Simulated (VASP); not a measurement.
## Nb: single point with RPBE

The system is Nb.

```
Nb
1.0
     0.03446    2.10325    2.15443
     2.11106    0.02035    2.16854
     2.11138    2.11768    0.02003
Nb
1
Direct
  0.01307 0.00699 0.98834
```

This cell differs from its parent crystal: the cell strained at random.

```
Program             : VASP 6.6.1
Task                : single point
Functional          : RPBE
Potentials or basis : VASP PAW PBE potentials, release 64 (Nb_sv)
Cutoff              : 520 eV
k mesh              : 8 × 8 × 8
Occupations         : fermi-dirac, width 0.025 eV
Spin                : no spin polarisation
```

```
Pressure               : 0.4 GPa
Band gap on the k mesh : zero (an odd number of electrons rules out a gap without spin polarisation)
```

Stress tensor (GPa, compression positive):
```
-2.02  0.22  0.93
 0.22 -0.77  0.12
 0.93  0.12  3.94
```

Levels at points of the mesh, in eV from the Fermi level:
| k point | band 4 | band 5 | band 6 | band 7 | band 8 | band 9 |
| --- | --- | --- | --- | --- | --- | --- |
| (0.00, 0.00, 0.00) | -30.19 | -6.21 | -0.14 | 0.11 | 0.36 | 2.47 |
| (0.50, 0.00, 0.00) | -30.38 | -3.81 | -0.24 | 0.01 | 1.45 | 4.49 |
| (0.00, 0.50, 0.00) | -30.36 | -3.80 | -0.19 | 0.04 | 1.33 | 4.41 |
| (0.50, 0.50, 0.00) | -30.56 | -4.01 | -3.25 | 3.22 | 4.61 | 5.12 |
| (0.00, 0.00, 0.50) | -30.33 | -3.81 | -0.38 | 0.25 | 1.32 | 4.55 |
| (0.50, 0.00, 0.50) | -30.61 | -4.01 | -3.29 | 3.65 | 4.56 | 4.99 |
| (0.00, 0.50, 0.50) | -30.63 | -4.01 | -3.30 | 3.70 | 4.54 | 5.02 |
| (0.50, 0.50, 0.50) | -30.31 | -3.81 | -0.23 | 0.21 | 1.15 | 4.49 |

Run time: 50 s on 1 thread of Intel Xeon 8259CL (shared host), peak memory 0.18 GiB.

Caveat: the cell differs from its parent crystal (the cell strained at random); the PAW data sets were made with another functional, which shifts forces and pressure a little.
